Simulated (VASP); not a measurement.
Nb, 1 atom in the cell. The structure is cubic, space group Im-3m (No. 229). The conventional cell has a = 3.328 Å, b = 3.328 Å, c = 3.328 Å, α = 90.00°, β = 90.00°, γ = 90.00°. Nb (site symmetry m-3m) has 14 Nb at 2.88 to 3.33 Å within 3.8 Å. 

```yaml
Program: VASP 6.6.1
Task: single point
Functional: PBE
Potentials_or_basis: VASP PAW PBE potentials, release 64 (Nb_sv)
Cutoff: 500 eV
k_mesh: 11 × 11 × 11
Occupations: gaussian, width 0.013 eV
Spin: no spin polarisation
Dipole_correction: no
Further_INCAR_settings: ALGO = Normal; EDIFF = 1e-06; NBANDS = 12
```

Potentials or basis: VASP PAW PBE potentials, release 64 (Nb_sv).

The run is started by

```bash
$ cat potpaw_PBE.64/Nb_sv/POTCAR > POTCAR
$ mpirun -np 1 vasp_std > vasp.out
```

Hardware: 1 thread of Intel(R) Xeon(R) 6975P-C (Granite Rapids), with other jobs on the host.

Task: Estimate the wall time of this run.

Result: Wall time 4.8 s on 1 thread of Intel(R) Xeon(R) 6975P-C (Granite Rapids) (shared host), peak memory 0.14 GiB. Counts: scf iterations 12, k points 56.
